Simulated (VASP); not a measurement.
A run of VASP 6.6.1:

POSCAR

```
CdO
1.0
    0.0000000000      2.3739592482      2.3739592482
    2.3739592482      0.0000000000      2.3739592482
    2.3739592482      2.3739592482      0.0000000000
Cd O
1 1
Direct
    0.0000000000      0.0000000000      0.0000000000
    0.5000000000      0.5000000000      0.5000000000
```

Contents of INCAR.step1:

```
PREC = Accurate
ENCUT = 520
EDIFF = 1E-5
ISMEAR = -1
SIGMA = 0.05
LREAL = False
LASPH = True
NELM = 120
ALGO = Normal
ISIF = 2
LWAVE = True
LCHARG = False
NBANDS = 16
GGA = PE
GGA_COMPAT = False
```

The input INCAR.step2:

```
PREC = Accurate
ENCUT = 520
EDIFF = 1E-6
ISMEAR = -1
SIGMA = 0.05
LREAL = False
LASPH = True
NELM = 120
ALGO = Normal
ISIF = 2
LWAVE = False
LCHARG = False
GGA = PE
LHFCALC = True
HFSCREEN = 0.2079
PRECFOCK = Normal
NBANDS = 16
ISTART = 1
GGA_COMPAT = False
```

Contents of KPOINTS:

```
Automatic mesh
0
Gamma
  4 4 4
```

Potentials or basis: VASP PAW PBE potentials, release 64 (Cd, O).

Run with:

```bash
$ cat potpaw_PBE.64/Cd/POTCAR potpaw_PBE.64/O/POTCAR > POTCAR
$ cp INCAR.step1 INCAR
$ mpirun -np 1 vasp_std > vasp.out
$ cp INCAR.step2 INCAR
$ mpirun -np 1 vasp_std > vasp.out
```

Hardware: 1 thread of Intel(R) Xeon(R) Platinum 8375C CPU @ 2.90GHz (Ice Lake), with other jobs on the host.

Estimate the wall time of this run.

Run time: 5 min on 1 thread of Intel(R) Xeon(R) Platinum 8375C CPU @ 2.90GHz (Ice Lake), with other jobs on the host, peak memory 0.26 GiB. Counts: k points 8.
